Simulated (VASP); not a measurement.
Runs of VASP 6.6.1 on Li2S. The structure is that of space group Fm-3m (No. 225), or close to it. The cells are those of the table. 

```csv
cell,gap on the mesh (eV),pressure (GPa)
"a = 3.866 Å, angles 60.0°, 3 atoms",3.28,6.5
"a = 3.994 Å, angles 60.0°, 3 atoms",3.37,1.2
"a = 4.165 Å, angles 60.0°, 3 atoms",3.43,(b)
"a = 4.074 Å, angles 60.0°, 3 atoms",3.41,-1.4
"a = 3.952 Å, angles 60.0°, 3 atoms",(d),(a)
"a = 4.114 Å, angles 60.0°, 3 atoms",(c),-2.3
```

Alike in all rows: task single point; level PBE; potentials or basis VASP PAW PBE potentials, release 64 (Li_sv, S); no spin polarisation; k mesh 8 × 8 × 8; cutoff (eV) 750; smearing gaussian 0.02 eV.

Fill in the values left out.

(a) 2.7; (b) -3.4; (c) 3.42; (d) 3.35.

A k mesh can miss the band edges.
